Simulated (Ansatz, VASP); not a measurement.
## SiC: VASP beside Ansatz

Contents of INCAR:

```
PREC = Accurate
ENCUT = 520
EDIFF = 1E-6
ISMEAR = 0
SIGMA = 0.05
LREAL = False
LASPH = True
NELM = 60
ALGO = Normal
ISIF = 2
LWAVE = False
LCHARG = False
GGA = PE
NBANDS = 26
```

The input KPOINTS:

```
Automatic mesh
0
Gamma
  12 12 4
```

File POSCAR:

```
SiC
1.0
    2.8775000000      0.0000000000      0.0000000000
   -1.4387500000      2.4919880994      0.0000000000
    0.0000000000      0.0000000000      9.3188000000
Si C
4 4
Direct
    0.6666666667      0.3333333333      0.9378436843
    0.3333333333      0.6666666667      0.4378436843
    0.0000000000      0.0000000000      0.6878989045
    0.0000000000      0.0000000000      0.1878989045
    0.6666666667      0.3333333333      0.7498087506
    0.3333333333      0.6666666667      0.2498087506
    0.0000000000      0.0000000000      0.5004476606
    0.0000000000      0.0000000000      0.0004476606
```

Input for Ansatz:

```yaml
crystal:
  lattice:
    - [2.8775, 0.0, 0.0]
    - [-1.43875, 2.4919880994, 0.0]
    - [0.0, 0.0, 9.3188]
  atoms:
    - { symbol: Si, position: [0.6666666667, 0.3333333333, 0.9378436843] }
    - { symbol: Si, position: [0.3333333333, 0.6666666667, 0.4378436843] }
    - { symbol: Si, position: [0.0, 0.0, 0.6878989045] }
    - { symbol: Si, position: [0.0, 0.0, 0.1878989045] }
    - { symbol: C, position: [0.6666666667, 0.3333333333, 0.7498087506] }
    - { symbol: C, position: [0.3333333333, 0.6666666667, 0.2498087506] }
    - { symbol: C, position: [0.0, 0.0, 0.5004476606] }
    - { symbol: C, position: [0.0, 0.0, 0.0004476606] }
basis:
  ecutwfc: 520.0
kpoints:
  mp_grid: { grid: [12, 12, 4] }
hamiltonian:
  xc: pbe
  pseudopotentials: { kind: paw, azcp: { folder: soft_1 } }
scf:
  occupations: { method: gaussian, width: 0.05 }
output:
  forces: true
  stress: true
  eigenvalues: true
```

Alike in both runs: task single point; functional PBE; k mesh 12 × 12 × 4; occupations gaussian, width 0.05 eV; no spin polarisation.

|  | VASP | Ansatz |
| --- | --- | --- |
| version | VASP 6.6.1 | Ansatz 0.2.0 |
| potentials or method | VASP PAW PBE potentials, release 64 (Si, C), cutoff 520 eV | scalar-relativistic, plane waves, PAW |
| valence electrons in the cell | 32 | 32 |

```csv
,VASP,Ansatz,Ansatz less VASP
gap on the k mesh at the Fermi level (eV),2.25,2.25,+0.003
least direct gap on the mesh (eV),3.40,3.41,+0.010
rms of the force components (eV/Å),0.163,0.163,+0.0003
```

Atom by atom the forces differ by 0.001 eV/Å (rms over components). The functional is the same, so the differences come from potentials, cutoffs and numerics.
